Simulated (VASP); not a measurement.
# Si2W (I4/mmm) in VASP: single point with PBE

Aim: the single point of Si2W with PBE.

Program: VASP 6.6.1. These are calculated values, not measurements. Logs are shortened: lines on timing, memory, paths and dates and some standing lists are left out, and cuts for length are marked.

### Step 1. The cell of the first run

The structure is tetragonal, space group I4/mmm (No. 139). Conventional cell: a = 3.259 Å, b = 3.259 Å, c = 7.982 Å, α = 90.00°, β = 90.00°, γ = 90.00°. Within 3.5 Å of Si (site symmetry 4mm) lie 9 Si at 2.64 to 3.26 Å and 5 W at 2.66 to 2.67 Å. W (site symmetry 4/mmm) has 10 Si at 2.66 to 2.67 Å and 4 W at 3.26 Å within 3.5 Å.

### Step 2. Single point, PBE

Input file INCAR:

```
SYSTEM = Si2W
ALGO = Normal
EDIFF = 1E-6
ENCUT = 520
GGA = PE
ISIF = 2
ISMEAR = -1
LASPH = .TRUE.
LCHARG = .TRUE.
LELF = .TRUE.
LREAL = .FALSE.
LVHAR = .TRUE.
LWAVE = .FALSE.
NBANDS = 18
NELM = 60
PREC = Accurate
SIGMA = 0.05
```

Input file KPOINTS:

```
k-points
0
G
  16 16 16
  0 0 0
```

Input file POSCAR:

```
Si2W
1.0
   -1.6294546754      1.6294546754      3.9907910561
    1.6294546754     -1.6294546754      3.9907910561
    1.6294546754      1.6294546754     -3.9907910561
Si W
2 1
Direct
    0.3345713346      0.3345713346      0.0000000000
    0.6654286654      0.6654286654      0.0000000000
    0.0000000000      0.0000000000      0.0000000000
```

Potentials or basis: VASP PAW PBE potentials, release 64 (Si, W_sv).

The run is started by

```
$ cat potpaw_PBE.64/Si/POTCAR potpaw_PBE.64/W_sv/POTCAR > POTCAR
$ mpirun -np 1 vasp_std > vasp.out
```

OUTCAR:

```text
SYSTEM = Si2W
   EDIFF = 1E-6
   ENCUT = 520
   GGA = PE
   ISIF = 2
   ISMEAR = -1
   LASPH = .TRUE.
   LREAL = .FALSE.
   NELM = 60
   PREC = Accurate

 ion  position               nearest neighbor table
   1  0.335  0.335  0.000-   2 2.64   3 2.66   3 2.66   3 2.66   3 2.66   3 2.67   2 2.67   2 2.67
                             2 2.67   2 2.67
   2  0.665  0.665  0.000-   1 2.64   3 2.66   3 2.66   3 2.66   3 2.66   3 2.67   1 2.67   1 2.67
                             1 2.67   1 2.67
   3  0.000  0.000  0.000-   2 2.66   1 2.66   2 2.66   1 2.66   2 2.66   1 2.66   1 2.66   2 2.66
                             1 2.67   2 2.67

  LATTYP: Found a body centered tetragonal cell.
 ALAT       =     3.2589093508
 C/A-ratio  =     2.4491574490

  Lattice vectors:

 A1 = (  -1.6294546754,   1.6294546754,   3.9907910561)
 A2 = (   1.6294546754,  -1.6294546754,   3.9907910561)
 A3 = (   1.6294546754,   1.6294546754,  -3.9907910561)

Analysis of symmetry for initial positions (statically):
=====================================================================
 Subroutine PRICEL returns:
 Original cell was already a primitive cell.

 Routine SETGRP: Setting up the symmetry group for a
 body centered tetragonal supercell.

 Subroutine GETGRP returns: Found 16 space group operations
 (whereof 16 operations were pure point group operations)
 out of a pool of 16 trial point group operations.

The static configuration has the point symmetry D_4h.

Analysis of symmetry for dynamics (positions and initial velocities):
=====================================================================
 Subroutine PRICEL returns:
 Original cell was already a primitive cell.

 Routine SETGRP: Setting up the symmetry group for a
 body centered tetragonal supercell.

 Subroutine GETGRP returns: Found 16 space group operations
 (whereof 16 operations were pure point group operations)
 out of a pool of 16 trial point group operations.

The dynamic configuration has the point symmetry D_4h.

 Subroutine INISYM returns: Found 16 space group operations
 (whereof 16 operations are pure point group operations),
 and found     1 'primitive' translations

----------------------------------------------------------------------------------------

                                     Primitive cell

  volume of cell :      42.3842

  direct lattice vectors                    reciprocal lattice vectors
    -1.629454675  1.629454675  3.990791056     0.000000000  0.306851125  0.125288444
     1.629454675 -1.629454675  3.990791056     0.306851125  0.000000000  0.125288444
[... 82 lines left out ...]
   LNONCOLLINEAR =      F non collinear calculations
   LSORBIT =      F    spin-orbit coupling
   LASPH  =      T    aspherical Exc in radial PAW
   ENCUT  =  520.0 eV  38.22 Ry    6.18 a.u.   8.57  8.57  8.57*2*pi/ulx,y,z
   NELM   =     60;   NELMIN=  2; NELMDL= -5     # of ELM steps
   EDIFF  = 0.1E-05   stopping-criterion for ELM
   LREAL  =      F    real-space projection
   EDIFFG = 0.1E-04   stopping-criterion for IOM
   NSW    =      0    number of steps for IOM
   IBRION =     -1    ionic relax: 0-MD 1-quasi-New 2-CG
   NFREE  =      0    steps in history (QN), initial steepest desc. (CG)
   ISIF   =      2    stress and relaxation
   ISYM   =      2    0-nonsym 1-usesym 2-fastsym
   POTIM  = 0.5000    time-step for ionic-motion
   TEBEG  =    0.0;   TEEND  =   0.0 temperature during run
   PSTRESS=    0.0 pullay stress
   NELECT =      22.0000    total number of electrons
   NUPDOWN=      -1.0000    fix difference up-down
   EMIN   =  10.00;   EMAX   =-10.00  energy-range for DOS
   EFERMI =   0.00;   METHOD = LEGACY
   ISMEAR =    -1;   SIGMA  =   0.05  broadening in eV -4-tet -1-fermi 0-gaus
   EFERMI_NEDOS =   21; number of points for ismear=-14 and -15
   IALGO  =     38    algorithm
   IMIX   =      4    mixing-type and parameters
     AMIX     =   0.40;   BMIX     =  1.00
     AMIX_MAG =   1.60;   BMIX_MAG =  1.00
  volume/ion in A,a.u.               =      14.13        95.34
  Fermi-wavevector in a.u.,A,eV,Ry     =   1.315673  2.486261 23.551613  1.730995
  Thomas-Fermi vector in A             =   2.445839
   LORBIT       =      0    0 simple, 1 ext, 2 COOP (PROOUT), +10 PAW based schemes
   GGA     = PE    functional components
   LHFCALC =     F    Hartree Fock is set to
   AEXX    =    0.0000 exact exchange contribution
   IVDW    =     0    specifies the selected vdW correction
   LEPSILON=     F    determine dielectric tensor
   LRPA    =     F    only Hartree local field effects (RPA)
 non-spin polarized calculation
  energy-cutoff  :      520.00
  volume of cell :       42.38
 maximum number of plane-waves:      1168
   NGX = 17   NGY = 17   NGZ = 17

 number of electron      22.0000002 magnetization

 Free energy of the ion-electron system (eV)
  ---------------------------------------------------
  ext. energy  EPLUGINS =         0.00000000
  ---------------------------------------------------
  free energy    TOTEN  =       -24.78554647 eV

  energy without entropy =      -24.78315462  energy(sigma->0) =      -24.78435055

 E-fermi :  11.2961     XC(G=0): -12.3063

 val. band max:       11.2451731030   @ k =   0.5000   0.5000   0.3125
 cond. band min:      11.2984935532   @ k =  -0.3750   0.4375   0.3750
 fundamental gap:      0.0533204502
 Fermi energy:        11.2961033393

 k-point     1 :       0.0000    0.0000    0.0000
  band No.  band energies     occupation
      1     -62.6623      2.00000
      2     -26.8837      2.00000
      3     -26.8754      2.00000
      4     -26.8754      2.00000
      5      -2.3924      2.00000
      6       4.7347      2.00000
[... 481 lines left out ...]
      5      -2.2707      2.00000
      6       4.8460      2.00000
[... 10 lines left out ...]
     17      16.8040      0.00000
     18      17.0227      0.00000

 [... further k-points ...]
[... 5 lines left out ...]
  --------------------------------------------------------------------------------------
  -------------------------------------------------------------------------------------
  Total       -1.5503986     -1.5503986     -2.2910217      0.0000000      0.0000000     -0.0000000
  in kB      -58.6071218    -58.6071218    -86.6036588      0.0000000      0.0000000     -0.0000000
  external PRESSURE =     -67.9393008 kB  Pullay stress =       0.0000000 kB

 VOLUME and BASIS-vectors are now :
 -----------------------------------------------------------------------------
  energy-cutoff  :      520.00
  volume of cell :       42.38
      direct lattice vectors                 reciprocal lattice vectors
    -1.629454675  1.629454675  3.990791056     0.000000000  0.306851125  0.125288444
     1.629454675 -1.629454675  3.990791056     0.306851125  0.000000000  0.125288444
     1.629454675  1.629454675 -3.990791056     0.306851125  0.306851125  0.000000000

 POSITION                                       TOTAL-FORCE (eV/Angst)
 -----------------------------------------------------------------------------------
      0.00000      0.00000      2.67041         0.000000      0.000000      0.077539
      0.00000      0.00000      5.31117        -0.000000     -0.000000     -0.077539
      0.00000      0.00000      0.00000        -0.000000     -0.000000     -0.000000
 -----------------------------------------------------------------------------------
    total drift:                               -0.000000      0.000000      0.000000

  FREE ENERGIE OF THE ION-ELECTRON SYSTEM (eV)
  ---------------------------------------------------
  free  energy   TOTEN  =       -24.7855464736 eV

  energy  without entropy=      -24.7831546210  energy(sigma->0) =      -24.78435055
```

OSZICAR:

```text
N       E                     dE             d eps       ncg     rms          rms(c)
DAV:   1     0.130208099730E+03    0.13021E+03   -0.10748E+04 12564   0.122E+03
DAV:   2    -0.210963622325E+02   -0.15130E+03   -0.14770E+03 14478   0.320E+02
DAV:   3    -0.256623489463E+02   -0.45660E+01   -0.44964E+01 15698   0.497E+01
DAV:   4    -0.257052155523E+02   -0.42867E-01   -0.42812E-01 15054   0.503E+00
DAV:   5    -0.257056888825E+02   -0.47333E-03   -0.47330E-03 14972   0.566E-01    0.231E+01
DAV:   6    -0.248983255891E+02    0.80736E+00   -0.41640E+00 13446   0.139E+01    0.742E+00
DAV:   7    -0.248121154198E+02    0.86210E-01   -0.34206E-01 13416   0.316E+00    0.442E+00
DAV:   8    -0.247860677830E+02    0.26048E-01   -0.58446E-02 14042   0.188E+00    0.336E-01
DAV:   9    -0.247856472343E+02    0.42055E-03   -0.13331E-03 14788   0.285E-01    0.207E-01
DAV:  10    -0.247855548145E+02    0.92420E-04   -0.34233E-04 14880   0.159E-01    0.380E-02
DAV:  11    -0.247855462502E+02    0.85643E-05   -0.50918E-05 14362   0.519E-02    0.193E-02
DAV:  12    -0.247855464736E+02   -0.22332E-06   -0.24248E-06 11496   0.101E-02
   1 F= -.24785546E+02 E0= -.24784351E+02  d E =-.239185E-02
```

stdout:

```text
POSCAR found type information on POSCAR SiW
 POSCAR found :  2 types and       3 ions
 scaLAPACK will be used
 LDA part: xc-table for (Slater+PW92), standard interpolation
 POSCAR, INCAR and KPOINTS ok, starting setup
 FFT: planning ... GRIDC
 FFT: planning ... GRID_SOFT
 FFT: planning ... GRID
 WAVECAR not read
 entering main loop
```

It took 6 min on 1 thread of Intel Xeon 8259CL, shared host; peak memory 0.4 GiB.

Results:

| Quantity | Value |
| --- | --- |
| Free energy | -24.7855 eV |
| Pressure | -6.8 GPa |
| Largest force | 0.078 eV/Å |
| Band gap on the k mesh | zero (bands 11 and 12 overlap by 1.23 eV) |

Forces in eV/Å, atoms in the order of the input:
```
Si   0.000  0.000  0.078
Si   0.000  0.000 -0.078
W    0.000  0.000  0.000
```

Stress tensor (GPa, compression positive):
```
-5.86  0.00  0.00
 0.00 -5.86  0.00
 0.00  0.00 -8.66
```

Levels at points of the mesh, in eV from the Fermi level:
```
           k point  band 8  band 9  band 10  band 11  band 12  band 13  band 14  band 15
(0.00, 0.00, 0.00)   -3.10   -2.69    -2.69     0.60     2.48     2.98     2.98     3.10
(0.50, 0.00, 0.00)   -4.72   -2.63    -2.61    -0.37     2.54     2.73     3.76     4.00
(0.50, 0.50, 0.00)   -5.51   -4.82    -3.10    -1.73     2.56     2.79     2.92     3.67
(0.50, 0.50, 0.50)   -2.44   -0.81    -0.81    -0.48    -0.48     0.76     4.21     4.32
```

Caveat: the cell stands under tension; spin-orbit coupling is left out, which moves the levels of the heavy elements.
